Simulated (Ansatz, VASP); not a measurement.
**Two plane-wave programs on Al2Cu**

The input INCAR:

```
PREC = Accurate
ENCUT = 520
EDIFF = 1E-6
ISMEAR = 0
SIGMA = 0.1
LREAL = False
LASPH = True
NELM = 60
ALGO = Fast
ISIF = 2
LWAVE = False
LCHARG = False
GGA = PE
NBANDS = 16
```

KPOINTS

```
Automatic mesh
0
Gamma
  18 18 8
```

The input POSCAR:

```
Al2Cu
1.0
    2.8664976338      0.0000000000      0.0000000000
   -1.4332488169      2.4824597707      0.0000000000
    0.0000000000      0.0000000000      6.2270223000
Al Cu
2 1
Direct
    0.3333333333      0.6666666667      0.1840140000
    0.6666666667      0.3333333333      0.8159860000
    0.0000000000      0.0000000000      0.5000000000
```

Input for Ansatz:

```yaml
crystal:
  lattice:
    - [2.8664976338, 0.0, 0.0]
    - [-1.4332488169, 2.4824597707, 0.0]
    - [0.0, 0.0, 6.2270223]
  atoms:
    - { symbol: Al, position: [0.3333333333, 0.6666666667, 0.184014] }
    - { symbol: Al, position: [0.6666666667, 0.3333333333, 0.815986] }
    - { symbol: Cu, position: [0.0, 0.0, 0.5] }
basis:
  ecutwfc: 420
kpoints:
  mp_grid: { grid: [18, 18, 8] }
  band_path:
    path:
      - [[0.0, 0.0, 0.0], [0.5, 0.0, 0.0], [0.33333333, 0.33333333, 0.0], [0.0, 0.0, 0.0], [0.0, 0.0, 0.5], [0.5, 0.0, 0.5], [0.33333333, 0.33333333, 0.5], [0.0, 0.0, 0.5]]
      - [[0.5, 0.0, 0.5], [0.5, 0.0, 0.0]]
      - [[0.33333333, 0.33333333, 0.5], [0.33333333, 0.33333333, 0.0]]
    npoints: 14
hamiltonian:
  xc: pbe
scf:
  occupations: { method: gaussian, width: 0.1 }
  n_extra_bands: 7
output:
  forces: true
  stress: true
  eigenvalues: true
  populations: true
  dos: { projected: true, de: 0.02, nscf_kmesh: { grid: [22, 22, 10] } }
  bader: true
```

Alike in both runs: task single point; functional PBE; k mesh 18 × 18 × 8; occupations gaussian, width 0.1 eV; no spin polarisation.

|  | VASP | Ansatz |
| --- | --- | --- |
| version | VASP 6.6.1 | Ansatz 0.2.0 |
| potentials or method | VASP PAW PBE potentials, release 64 (Al, Cu), cutoff 520 eV | scalar-relativistic, plane waves, PAW |
| valence electrons in the cell | 17 | 25 |

|  | VASP | Ansatz | Ansatz less VASP |
| --- | --- | --- | --- |
| gap on the k mesh at the Fermi level (eV) | none | none | - |
| pressure (GPa) | 0.2 | 0.0 | -0.22 |
| traceless stress, the component that is largest in VASP (GPa) | 0.09 | -0.03 | -0.123 |
| rms of the force components (eV/Å) | 0.010 | 0.000 | -0.0091 |

Atom by atom the forces differ by 0.009 eV/Å (rms over components). A gap of «none» marks a metal or a gap that the smearing closes. VASP's potentials hold 17 valence electrons a cell and Ansatz's 25, so a difference there can come from the potentials and not from the codes.
